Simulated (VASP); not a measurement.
# Ba (Cmmm) in VASP: single point with PBE

Aim: the single point of Ba with PBE.

Program: VASP 6.6.1. These are calculated values, not measurements. Logs are shortened: lines on timing, memory, paths and dates and some standing lists are left out, and cuts for length are marked.

### 1 The cell of the first run

It takes space group Cmmm (No. 65, orthorhombic). Conventional cell: a = 3.942 Å, b = 7.360 Å, c = 5.747 Å, α = 90.00°, β = 90.00°, γ = 90.00°. Within 5.2 Å of Ba (site symmetry mmm) lie 6 Ba at 3.94 to 4.17 Å.

### 2 Single point, PBE (83.38 Å³/atom)

Input file INCAR:

```
  PREC = Accurate
  ENCUT = 520
  EDIFF = 1E-7
  ISMEAR = -1
  SIGMA = 0.03
  LREAL = False
  LASPH = True
  NELM = 100
  ALGO = Normal
  ISIF = 2
  LWAVE = False
  LCHARG = False
  GGA = PE
  NBANDS = 11
```

Input file KPOINTS:

```
Automatic mesh
0
Gamma
  11 11 7
```

Input file POSCAR:

```
Ba
1.0
    1.9711577575     -3.6801666573      0.0000000000
    1.9711577575      3.6801666573      0.0000000000
    0.0000000000      0.0000000000      5.7471095744
Ba
1
Direct
    0.0000000000      0.0000000000      0.0000000000
```

Potentials or basis: VASP PAW PBE potentials, release 64 (Ba_sv).

Launch:

```console
> cat potpaw_PBE.64/Ba_sv/POTCAR > POTCAR
> mpirun -np 1 vasp_std > vasp.out
```

OUTCAR:

```text
PREC = Accurate
   ENCUT = 520
   EDIFF = 1E-7
   ISMEAR = -1
   LREAL = False
   LASPH = True
   NELM = 100
   ISIF = 2
   GGA = PE

 ion  position               nearest neighbor table
   1  0.000  0.000  0.000-

  LATTYP: Found a base centered orthorhombic cell.
 ALAT       =     3.9423155150
 B/A-ratio  =     1.8670076727
 C/A-ratio  =     1.4578005115

  Lattice vectors:

 A1 = (   1.9711577575,  -3.6801666573,   0.0000000000)
 A2 = (   1.9711577575,   3.6801666573,   0.0000000000)
 A3 = (   0.0000000000,   0.0000000000,   5.7471095744)

Analysis of symmetry for initial positions (statically):
=====================================================================
 Subroutine PRICEL returns:
 Original cell was already a primitive cell.

 Routine SETGRP: Setting up the symmetry group for a
 base centered orthorhombic supercell.

 Subroutine GETGRP returns: Found  8 space group operations
 (whereof  8 operations were pure point group operations)
 out of a pool of  8 trial point group operations.

The static configuration has the point symmetry D_2h.

Analysis of symmetry for dynamics (positions and initial velocities):
=====================================================================
 Subroutine PRICEL returns:
 Original cell was already a primitive cell.

 Routine SETGRP: Setting up the symmetry group for a
 base centered orthorhombic supercell.

 Subroutine GETGRP returns: Found  8 space group operations
 (whereof  8 operations were pure point group operations)
 out of a pool of  8 trial point group operations.

The dynamic configuration has the point symmetry D_2h.

 Subroutine INISYM returns: Found  8 space group operations
 (whereof  8 operations are pure point group operations),
 and found     1 'primitive' translations

----------------------------------------------------------------------------------------

                                     Primitive cell

  volume of cell :      83.3812

  direct lattice vectors                    reciprocal lattice vectors
     1.971157758 -3.680166657  0.000000000     0.253658033 -0.135863412  0.000000000
     1.971157758  3.680166657  0.000000000     0.253658033  0.135863412  0.000000000
     0.000000000  0.000000000  5.747109574     0.000000000  0.000000000  0.174000511

  length of vectors
     4.174816107  4.174816107  5.747109574     0.287752089  0.287752089  0.174000511

  position of ions in fractional coordinates (direct lattice)
     0.000000000  0.000000000  0.000000000

  ion indices of the primitive-cell ions
   primitive index   ion index
                 1           1

----------------------------------------------------------------------------------------

 KPOINTS: Automatic mesh

Automatic generation of k-mesh.
 Grid dimensions read from file:
 generate k-points for:   11   11    7

 Generating k-lattice:

  Cartesian coordinates                     Fractional coordinates (reciprocal lattice)
     0.023059821 -0.012351219  0.000000000     0.090909091 -0.000000000  0.000000000
     0.023059821  0.012351219  0.000000000    -0.000000000  0.090909091  0.000000000
     0.000000000  0.000000000  0.024857216     0.000000000  0.000000000  0.142857143

  Length of vectors
     0.026159281  0.026159281  0.024857216

  Shift w.r.t. Gamma in fractional coordinates (k-lattice)
     0.000000000  0.000000000  0.000000000

 Subroutine IBZKPT returns following result:
 ===========================================

 Found    144 irreducible k-points:

 Following reciprocal coordinates:
            Coordinates               Weight
  0.000000  0.000000  0.000000      1.000000
  0.090909 -0.000000  0.000000      4.000000
  0.181818 -0.000000  0.000000      4.000000
  0.272727 -0.000000  0.000000      4.000000
  0.363636 -0.000000  0.000000      4.000000
  0.454545 -0.000000  0.000000      4.000000
[... 16 lines left out ...]
 -0.272727  0.181818  0.000000      4.000000
 -0.181818  0.181818  0.000000      2.000000
 [... further k-points ...]
   k-points           NKPTS =    144   k-points in BZ     NKDIM =    144   number of bands    NBANDS=     11
   number of dos      NEDOS =    301   number of ions     NIONS =      1
   total plane-waves  NPLWV =  49152
   dimension x,y,z NGX =    32 NGY =   32 NGZ =   48
   dimension x,y,z NGXF=    64 NGYF=   64 NGZF=   96
   ions per type =               1
   NGX,Y,Z   is equivalent  to a cutoff of  12.74, 12.74, 13.88 a.u.
   NGXF,Y,Z  is equivalent  to a cutoff of  25.49, 25.49, 27.77 a.u.
 SYSTEM =  unknown system
   PREC   = accura    normal or accurate (medium, high low for compatibility)
   ISTART =      0    job   : 0-new  1-cont  2-samecut
   ICHARG =      2    charge: 1-file 2-atom 10-const
   ISPIN  =      1    spin polarized calculation?
   LNONCOLLINEAR =      F non collinear calculations
   LSORBIT =      F    spin-orbit coupling
   LASPH  =      T    aspherical Exc in radial PAW
   ENCUT  =  520.0 eV  38.22 Ry    6.18 a.u.   7.76  7.76 10.69*2*pi/ulx,y,z
   NELM   =    100;   NELMIN=  2; NELMDL= -5     # of ELM steps
   EDIFF  = 0.1E-06   stopping-criterion for ELM
   LREAL  =      F    real-space projection
   EDIFFG = 0.1E-05   stopping-criterion for IOM
   NSW    =      0    number of steps for IOM
   IBRION =     -1    ionic relax: 0-MD 1-quasi-New 2-CG
   NFREE  =      0    steps in history (QN), initial steepest desc. (CG)
   ISIF   =      2    stress and relaxation
   ISYM   =      2    0-nonsym 1-usesym 2-fastsym
   POTIM  = 0.5000    time-step for ionic-motion
   TEBEG  =    0.0;   TEEND  =   0.0 temperature during run
   PSTRESS=    0.0 pullay stress
   NELECT =      10.0000    total number of electrons
   NUPDOWN=      -1.0000    fix difference up-down
   EMIN   =  10.00;   EMAX   =-10.00  energy-range for DOS
   EFERMI =   0.00;   METHOD = LEGACY
   ISMEAR =    -1;   SIGMA  =   0.03  broadening in eV -4-tet -1-fermi 0-gaus
   EFERMI_NEDOS =   21; number of points for ismear=-14 and -15
   IALGO  =     38    algorithm
   IMIX   =      4    mixing-type and parameters
     AMIX     =   0.40;   BMIX     =  1.00
     AMIX_MAG =   1.60;   BMIX_MAG =  1.00
  volume/ion in A,a.u.               =      83.38       562.68
  Fermi-wavevector in a.u.,A,eV,Ry     =   0.807332  1.525636  8.868068  0.651785
  Thomas-Fermi vector in A             =   1.915931
   LORBIT       =      0    0 simple, 1 ext, 2 COOP (PROOUT), +10 PAW based schemes
   GGA     = PE    functional components
   LHFCALC =     F    Hartree Fock is set to
   AEXX    =    0.0000 exact exchange contribution
   IVDW    =     0    specifies the selected vdW correction
   LEPSILON=     F    determine dielectric tensor
   LRPA    =     F    only Hartree local field effects (RPA)
 non-spin polarized calculation
  energy-cutoff  :      520.00
  volume of cell :       83.38
 maximum number of plane-waves:      2271
   NGX = 15   NGY = 15   NGZ = 21

 number of electron      10.0000000 magnetization

 number of electron       9.9999999 magnetization

 Free energy of the ion-electron system (eV)
  ---------------------------------------------------
  ext. energy  EPLUGINS =         0.00000000
  ---------------------------------------------------
  free energy    TOTEN  =        -1.32299328 eV

  energy without entropy =       -1.31306399  energy(sigma->0) =       -1.31802863

 E-fermi :   0.6617     XC(G=0):  -6.3805

 val. band max:        0.6563682467   @ k =   0.0000   0.0000   0.0000
 cond. band min:       0.6673294218   @ k =  -0.3636   0.0909   0.4286
 fundamental gap:      0.0109611751
 Fermi energy:         0.6617165195

 k-point     1 :       0.0000    0.0000    0.0000
  band No.  band energies     occupation
      1     -28.5096      2.00000
      2     -13.7587      2.00000
      3     -13.3054      2.00000
      4     -13.2347      2.00000
      5      -1.6762      2.00000
      6       0.6564      1.08890
      7       2.1242      0.00000
      8       3.0612      0.00000
      9       3.6962      0.00000
     10       4.5714      0.00000
     11       4.8647      0.00000

 k-point     2 :       0.0909   -0.0000    0.0000
  band No.  band energies     occupation
      1     -28.5025      2.00000
      2     -13.7486      2.00000
      3     -13.3356      2.00000
      4     -13.2925      2.00000
      5      -1.5014      2.00000
      6       0.7803      0.03770
      7       2.1957      0.00000
      8       2.8716      0.00000
      9       3.2305      0.00000
     10       4.5504      0.00000
     11       5.3013      0.00000

 k-point     3 :       0.1818   -0.0000    0.0000
  band No.  band energies     occupation
      1     -28.4833      2.00000
      2     -13.7214      2.00000
      3     -13.5085      2.00000
      4     -13.3486      2.00000
      5      -1.0368      2.00000
      6       1.0944      0.00000
      7       2.0073      0.00000
      8       2.5461      0.00000
      9       3.0801      0.00000
     10       4.3585      0.00000
     11       6.0280      0.00000

 k-point     4 :       0.2727   -0.0000    0.0000
  band No.  band energies     occupation
      1     -28.4580      2.00000
      2     -13.7428      2.00000
      3     -13.6853      2.00000
      4     -13.4001      2.00000
      5      -0.4567      2.00000
      6       1.1776      0.00000
      7       1.9591      0.00000
      8       2.1287      0.00000
      9       3.8743      0.00000
     10       4.1296      0.00000
     11       6.5418      0.00000

 k-point     5 :       0.3636   -0.0000    0.0000
  band No.  band energies     occupation
      1     -28.4345      2.00000
      2     -13.9477      2.00000
      3     -13.6517      2.00000
      4     -13.4456      2.00000
      5      -0.0893      2.00000
      6       1.2705      0.00000
      7       1.5387      0.00000
      8       2.6359      0.00000
      9       3.9444      0.00000
     10       4.8958      0.00000
     11       6.0033      0.00000
[... 211 lines left out ...]
 k-point    21 :      -0.4545    0.1818    0.0000
  band No.  band energies     occupation
      1     -28.4363      2.00000
      2     -13.8509      2.00000
      3     -13.6516      2.00000
      4     -13.5682      2.00000
      5       0.4224      1.99931
      6       1.3315      0.00000
      7       1.7105      0.00000
      8       2.3053      0.00000
      9       3.1643      0.00000
     10       4.9745      0.00000
     11       6.5791      0.00000

 k-point    22 :      -0.3636    0.1818    0.0000
  band No.  band energies     occupation
      1     -28.4578      2.00000
      2     -13.7244      2.00000
      3     -13.6820      2.00000
      4     -13.4627      2.00000
      5      -0.1174      2.00000
      6       1.3379      0.00000
      7       1.7590      0.00000
      8       1.9096      0.00000
      9       3.6616      0.00000
     10       4.5830      0.00000
     11       6.4057      0.00000

 k-point    23 :      -0.2727    0.1818    0.0000
  band No.  band energies     occupation
      1     -28.4785      2.00000
      2     -13.7117      2.00000
      3     -13.6116      2.00000
      4     -13.3364      2.00000
      5      -0.7189      2.00000
      6       1.2040      0.00000
      7       1.6474      0.00000
      8       2.1929      0.00000
      9       4.0079      0.00000
     10       4.2756      0.00000
     11       6.4040      0.00000

 k-point    24 :      -0.1818    0.1818    0.0000
  band No.  band energies     occupation
      1     -28.4918      2.00000
      2     -13.7313      2.00000
      3     -13.5115      2.00000
      4     -13.2714      2.00000
      5      -1.1097      2.00000
      6       0.9959      0.00003
      7       1.7424      0.00000
      8       2.5290      0.00000
      9       3.6427      0.00000
     10       4.6753      0.00000
     11       5.7627      0.00000

 [... further k-points ...]

------------------------ aborting loop because EDIFF is reached ----------------------------------------

  FORCE on cell =-STRESS in cart. coord.  units (eV):
  Direction    XX          YY          ZZ          XY          YZ          ZX
  --------------------------------------------------------------------------------------
  -------------------------------------------------------------------------------------
  Total        1.2711276      0.5816142     -1.1058650     -0.0000000      0.0000000      0.0000000
  in kB       24.4248205     11.1757645    -21.2492868     -0.0000000      0.0000000      0.0000000
  external PRESSURE =       4.7837661 kB  Pullay stress =       0.0000000 kB

 VOLUME and BASIS-vectors are now :
 -----------------------------------------------------------------------------
  energy-cutoff  :      520.00
  volume of cell :       83.38
      direct lattice vectors                 reciprocal lattice vectors
     1.971157758 -3.680166657  0.000000000     0.253658033 -0.135863412  0.000000000
     1.971157758  3.680166657  0.000000000     0.253658033  0.135863412  0.000000000
     0.000000000  0.000000000  5.747109574     0.000000000  0.000000000  0.174000511

 POSITION                                       TOTAL-FORCE (eV/Angst)
 -----------------------------------------------------------------------------------
      0.00000      0.00000      0.00000         0.000000      0.000000      0.000000
 -----------------------------------------------------------------------------------
    total drift:                                0.000000     -0.000000      0.000000

  FREE ENERGIE OF THE ION-ELECTRON SYSTEM (eV)
  ---------------------------------------------------
  free  energy   TOTEN  =        -1.3229932763 eV

  energy  without entropy=       -1.3130639912  energy(sigma->0) =       -1.31802863
```

Wall time 2.3 min (1 thread of Intel Xeon Platinum 8259CL at 2.50GHz (Skylake/Cascade Lake), shared host); peak memory 0.29 GiB.

Results:

```
Free energy            : -1.3230 eV
Pressure               : 0.5 GPa
Band gap on the k mesh : zero (bands 5 and 6 overlap by 0.92 eV)
```

Caveat: spin-orbit coupling is left out, which moves the levels of the heavy elements.
